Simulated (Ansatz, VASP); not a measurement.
Two plane-wave programs on HfN

```
Hf N
1.0
     0.00000    2.25600    2.25600
     2.25600    0.00000    2.25600
     2.25600    2.25600    0.00000
Hf N
1 1
Direct
  0.00000 0.00000 0.00000
  0.50000 0.50000 0.50000
```

Alike in both runs: task single point; functional PBE; k mesh 10 × 10 × 10; occupations gaussian, width 0.026 eV; no spin polarisation.

|  | VASP | Ansatz |
| --- | --- | --- |
| version | VASP 6.6.1 | Ansatz 0.2.0 |
| potentials or method | VASP PAW PBE potentials, release 64 (Hf_pv, N) | Ansatz PAW |
| plane-wave cutoff (eV) | 600 | 420 |
| valence electrons in the cell | 15 | 31 |

|  | VASP | Ansatz | Ansatz less VASP |
| --- | --- | --- | --- |
| gap on the k mesh at the Fermi level (eV) | none | none | - |
| pressure (GPa) | 4.1 | 6.6 | +2.50 |

A gap of «none» marks a metal or a gap that the smearing closes. VASP's potentials hold 15 valence electrons a cell and Ansatz's 31, so a difference there can come from the potentials and not from the codes.

Neither program's run includes spin-orbit coupling.
